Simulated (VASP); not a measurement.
Runs of VASP 6.6.1 on Sc3Ga2As. The structure is that of space group P6/mmm (No. 191), or close to it. The cells are those of the table. The cell was built from a structure type or drawn by symmetry, and may not be a known phase.

```tsv
task	cell	k mesh	cutoff (eV)	gap on the mesh (eV)	pressure (GPa)	relaxed volume (Å³/atom)
single point	a = 5.829, b = 5.829, c = 3.493 Å, angles 90.0, 90.0, 120.0°, 6 atoms	3 × 3 × 6	520	none	37.9	-
single point	a = 6.180, b = 6.180, c = 4.263 Å, angles 90.0, 90.0, 120.0°, 6 atoms	6 × 6 × 10	520	none	0.1	-
single point	a = 6.238, b = 6.238, c = 4.193 Å, angles 90.0, 90.0, 120.0°, 6 atoms	3 × 3 × 6	520	none	(a)	-
relaxation of cell and atoms	relaxed from a = 6.238, b = 6.238, c = 4.193 Å, angles 90.0, 90.0, 120.0°, 6 atoms	6 × 6 × 10	600	none	0.0	23.54
relaxation of cell and atoms	relaxed from a = 5.829, b = 5.829, c = 3.493 Å, angles 90.0, 90.0, 120.0°, 6 atoms	3 × 3 × 6	600	none	0.1	23.54
```

Alike in all rows: level PBE; potentials or basis VASP PAW PBE potentials, release 64 (Sc_sv, Ga_d, As); no spin polarisation; smearing gaussian 0.1 eV.

Task: Fill in the values left out.

Result: (a) 0.2.

Caveats: some runs use coarse meshes; the volume moved by over 15 % at a fixed basis, so the end points are rough (at least some runs).

A k mesh can miss the band edges, and the runs leave out spin-orbit coupling on As, Ga.

A gap of «none» marks levels without a gap at the run's occupations.
